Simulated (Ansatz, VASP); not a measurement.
Two plane-wave programs on Te2Mo

```xyz
12
Lattice="3.4932 0.0000 0.0000 -1.7466 3.0252 0.0000 0.0000 0.0000 37.5161" Properties=species:S:1:pos:R:3 pbc="T T T"
Te   -0.2404    1.7764   31.8654
Te    0.0000    2.0168    8.6976
Te    1.7466    1.0084   25.2107
Te    1.7466    1.0084    1.6997
Te    1.7466    1.0084   28.8186
Te    1.7466    1.0084    5.3107
Te    0.0000    2.0168   35.8164
Te    0.0000    2.0168   12.3054
Mo    0.0000    2.0168   27.0123
Mo    0.0000    2.0168    3.5052
Mo    1.7466    1.0084   34.0109
Mo    1.7466    1.0084   10.5038
```

Alike in both runs: task single point; functional PBEsol; k mesh 9 × 9 × 1; occupations gaussian, width 0.05 eV; no spin polarisation.

|  | VASP | Ansatz |
| --- | --- | --- |
| version | VASP 6.6.1 | Ansatz 0.2.0 |
| potentials or method | VASP PAW PBE potentials, release 64 (Te, Mo_sv), cutoff 520 eV | scalar-relativistic, plane waves, PAW |
| valence electrons in the cell | 104 | 184 |

Ansatz gave:

| Quantity | Value |
| --- | --- |
| gap on the k mesh at the Fermi level (eV) | 0.39 |
| least direct gap on the mesh (eV) | 0.81 |
| rms of the force components (eV/Å) | 0.525 |

Question: Estimate VASP's values.

Answer: gap on the k mesh at the Fermi level (eV): 0.38; least direct gap on the mesh (eV): 0.81; rms of the force components (eV/Å): 0.524.

VASP's potentials were made for PBE, not for PBEsol, and Ansatz warns of the same on its side. Atom by atom the forces differ by 0.014 eV/Å (rms over components). VASP's potentials hold 104 valence electrons a cell and Ansatz's 184, so a difference there can come from the potentials and not from the codes.

Spin-orbit coupling is off throughout.
